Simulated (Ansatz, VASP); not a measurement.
**CdO5: VASP beside Ansatz**

```
Cd O
1.0
     0.00000    3.11991    3.11991
     3.11991    0.00000    3.11991
     3.11991    3.11991    0.00000
Cd O
1 5
Cartesian
  0.0000 0.0000 0.0000
  1.5600 1.5600 1.5600
  3.8898 3.8898 3.8898
  3.8898 2.3501 2.3501
  2.3501 2.3501 3.8898
  2.3501 3.8898 2.3501
```

Change from the starting cell: species swapped into the ZrCu5 type (F-43m, No. 216).

Alike in both runs: functional PBE; k mesh 10 × 10 × 10; occupations gaussian, width 0.1 eV; collinear spin.

Ansatz relaxed the structure, and its values are those at the end. VASP's run is a single point on that final structure, the one shown.

```csv
,VASP,Ansatz
version,VASP 6.6.1,Ansatz 0.2.0
potentials or method,"VASP PAW PBE potentials, release 64 (Cd, O), cutoff 520 eV","scalar-relativistic, plane waves, PAW"
valence electrons in the cell,42,50
```

```tsv
	VASP	Ansatz	Ansatz less VASP
gap on the k mesh at the Fermi level (eV)	none	none	-
pressure (GPa)	0.2	0.0	-0.18
net moment per atom (μB)	0.64	0.64	+0.001
size of the moment on the site where the two differ most (μB)	1.28	1.49	+0.213
```

Site moments also hang on the region over which each program counts them. A gap of «none» marks a metal or a gap that the smearing closes. VASP's potentials hold 42 valence electrons a cell and Ansatz's 50, so a difference there can come from the potentials and not from the codes.
